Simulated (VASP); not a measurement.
Write the native input for VASP 6.6.1 that does the following.

| Item | Value |
| --- | --- |
| Task | single point |
| Functional | PBE |
| Potentials or basis | VASP PAW PBE potentials, release 64 (Sr_sv, Hg, N) |
| Cutoff | 520 eV |
| k mesh | 6 × 6 × 4 |
| Occupations | gaussian, width 0.1 eV |
| Spin | no spin polarisation |
| Dipole correction | no |
| Further INCAR settings | ALGO = Normal; EDIFF = 1e-07; NBANDS = 20 |

The structure of SrHgN lies in POSCAR:

```
SrHgN
1.0
    4.2131904129      0.0000000000      0.0000000000
   -2.1065952065      3.6487299286      0.0000000000
    0.0000000000      0.0000000000      4.1830601533
Sr Hg N
1 1 1
Direct
    0.0000000000      0.0000000000      0.0000000000
    0.3333333333      0.6666666667      0.5000000000
    0.6666666667      0.3333333333      0.5000000000
```

The cell was generated, and may not be a known phase.

One way to write it, as run:

INCAR

```
SYSTEM = SrHgN
  PREC = Accurate
  ENCUT = 520
  EDIFF = 1E-7
  ISMEAR = 0
  SIGMA = 0.1
  LREAL = .False.
  LASPH = .True.
  NELM = 100
  ALGO = Normal
  ISIF = 2
  LWAVE = .False.
  LCHARG = .True.
  GGA = PE
  LELF = .True.
  LVHAR = .True.
  NBANDS = 20
```

KPOINTS

```
Automatic mesh
0
Gamma
  6 6 4
  0 0 0
```

Potentials or basis: VASP PAW PBE potentials, release 64 (Sr_sv, Hg, N).

Run with:

```bash
$ cat potpaw_PBE.64/Sr_sv/POTCAR potpaw_PBE.64/Hg/POTCAR potpaw_PBE.64/N/POTCAR > POTCAR
$ mpirun -np 1 vasp_std > vasp.out
```

It gave:

```yaml
Pressure: 0.0 GPa
Band_gap_on_the_k_mesh: zero (an odd number of electrons rules out a gap without spin polarisation)
```

Caveat: the k points lie up to 0.38 Å⁻¹ apart, too coarse for converged energies and pressures of a metal; spin-orbit coupling is left out, which moves the levels of the heavy elements.

Run time: 16 s on 1 thread of AMD EPYC 9R45 96-Core Processor (Zen 5) (shared host), peak memory 0.16 GiB.
